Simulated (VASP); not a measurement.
A run of VASP 6.6.1 is set up as follows.

The input INCAR:

```
PREC = Accurate
ENCUT = 500
EDIFF = 1E-6
ISMEAR = 0
SIGMA = 0.01
LREAL = False
LASPH = True
NELM = 120
ALGO = Normal
ISIF = 2
LWAVE = False
LCHARG = True
GGA = PE
LELF = True
LVHAR = True
NBANDS = 19
GGA_COMPAT = False
```

The input KPOINTS:

```
Automatic mesh
0
Gamma
  2 2 2
```

POSCAR

```
SrCl2
1.0
    0.0000000000      3.4997470000      3.4997470000
    3.4997470000      0.0000000000      3.4997470000
    3.4997470000      3.4997470000      0.0000000000
Sr Cl
1 2
Direct
    0.0000000000      0.0000000000      0.0000000000
    0.7500000000      0.7500000000      0.7500000000
    0.2500000000      0.2500000000      0.2500000000
```

Potentials or basis: VASP PAW PBE potentials, release 64 (Sr_sv, Cl).

Command:

```console
$ cat potpaw_PBE.64/Sr_sv/POTCAR potpaw_PBE.64/Cl/POTCAR > POTCAR
$ mpirun -np 1 vasp_std > vasp.out
```

Q: Estimate the band gap on the k mesh.

A: 5.29 eV, indirect (least direct gap 5.49 eV).

Q: What does it give for the pressure?

A: 0.9 GPa.

Caveat: the k points lie up to 0.78 Å⁻¹ apart. A k mesh can miss the band edges.
